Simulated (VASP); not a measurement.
Set up this calculation in VASP 6.6.1, as the native input.

```yaml
Task: single point
Functional: LDA
Potentials_or_basis: VASP PAW LDA potentials, release 64 (Ni, Ge_d)
Cutoff: 520 eV
k_mesh: 12 × 12 × 12
Occupations: gaussian, width 0.15 eV
Spin: collinear spin, ferromagnetic start
Starting_moments: "[1.0, 1.0, 1.0, 0.0] μB"
Fixed_moment: 3 μB
Dipole_correction: no
Further_INCAR_settings: ALGO = Normal; EDIFF = 1e-06; NBANDS = 34
```

The structure of Ni3Ge lies in POSCAR:

```
Ni3Ge
1.0
    3.3431134987      0.0000000000      0.0000000000
    0.0000000000      3.3431134987      0.0000000000
    0.0000000000      0.0000000000      3.3431134987
Ni Ge
3 1
Direct
    0.5000000000      0.0000000000      0.5000000000
    0.0000000000      0.5000000000      0.5000000000
    0.5000000000      0.5000000000      0.0000000000
    0.0000000000      0.0000000000      0.0000000000
```

The input as run:

INCAR

```
PREC = Accurate ; ENCUT = 520
EDIFF = 1E-6 ; ISMEAR = 0
SIGMA = 0.15 ; LREAL = False
LASPH = True ; NELM = 150
ALGO = Normal ; ISIF = 2
LWAVE = False ; LCHARG = False
ISPIN = 2 ; MAGMOM = 1 1 1 0
LORBIT = 11 ; NUPDOWN = 3.0
LMAXMIX = 4 ; GGA = CA
NBANDS = 34
```

KPOINTS

```
regular mesh
0
Gamma
  12 12 12
```

Potentials or basis: VASP PAW LDA potentials, release 64 (Ni, Ge_d).

Run with:

```console
$ cat potpaw_LDA.64/Ni/POTCAR potpaw_LDA.64/Ge_d/POTCAR > POTCAR
$ mpirun -np 1 vasp_std > vasp.out
```

It gave:

```json
{
 "Pressure": "54.0 GPa",
 "Net moment": "3.00 μB per cell",
 "Site moments": "Ni +0.90; Ge +0.20 μB",
 "Valence electrons inside the program's atomic spheres": "Ni 9.81; Ge 12.86"
}
```

Caveat: the cell stands under pressure; the total moment is fixed, so each spin has its own Fermi level and the state may be an excited one.

Wall time 90 s on 1 thread of Intel(R) Xeon(R) 6975P-C (Granite Rapids) (shared host), peak memory 0.26 GiB.
